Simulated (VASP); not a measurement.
Here is a VASP 6.6.1 calculation.

POSCAR

```
Al
1.0
    2.8168317353      0.0000000000      0.0000000000
   -1.4084158676      2.4394478410      0.0000000000
    0.0000000000      0.0000000000      4.6622414736
Al
2
Direct
    0.6666666667      0.3333333333      0.7500000000
    0.3333333333      0.6666666667      0.2500000000
```

The input INCAR.step1:

```
SYSTEM = Al
PREC = Accurate
ENCUT = 520
ISMEAR = 0
SIGMA = 0.1
LREAL = .FALSE.
LASPH = .TRUE.
NELM = 100
NBANDS = 10
GGA = PE
ALGO = Normal
EDIFF = 1E-4
LWAVE = .TRUE.
LCHARG = .FALSE.
```

Contents of INCAR.step2:

```
SYSTEM = Al
PREC = Accurate
ENCUT = 520
EDIFF = 1E-6
ISMEAR = 0
SIGMA = 0.1
LREAL = .FALSE.
LASPH = .TRUE.
NELM = 100
ALGO = Normal
ISIF = 2
LWAVE = .FALSE.
LCHARG = .FALSE.
METAGGA = R2SCAN
LMIXTAU = .TRUE.
NBANDS = 10
ISTART = 1
```

The input KPOINTS:

```
regular mesh
0
G
  24 24 12
  0 0 0
```

Potentials or basis: VASP PAW PBE potentials, release 64 (Al).

Run with:

```sh
$ cat potpaw_PBE.64/Al/POTCAR > POTCAR
$ cp INCAR.step1 INCAR
$ mpirun -np 1 vasp_std > vasp.out
$ cp INCAR.step2 INCAR
$ mpirun -np 1 vasp_std > vasp.out
```

Estimate the band gap on the k mesh.

zero (bands 3 and 4 overlap by 7.68 eV).

Estimate the pressure.

-0.3 GPa.

Caveat: the PAW data sets were made with another functional, which shifts forces and pressure a little.
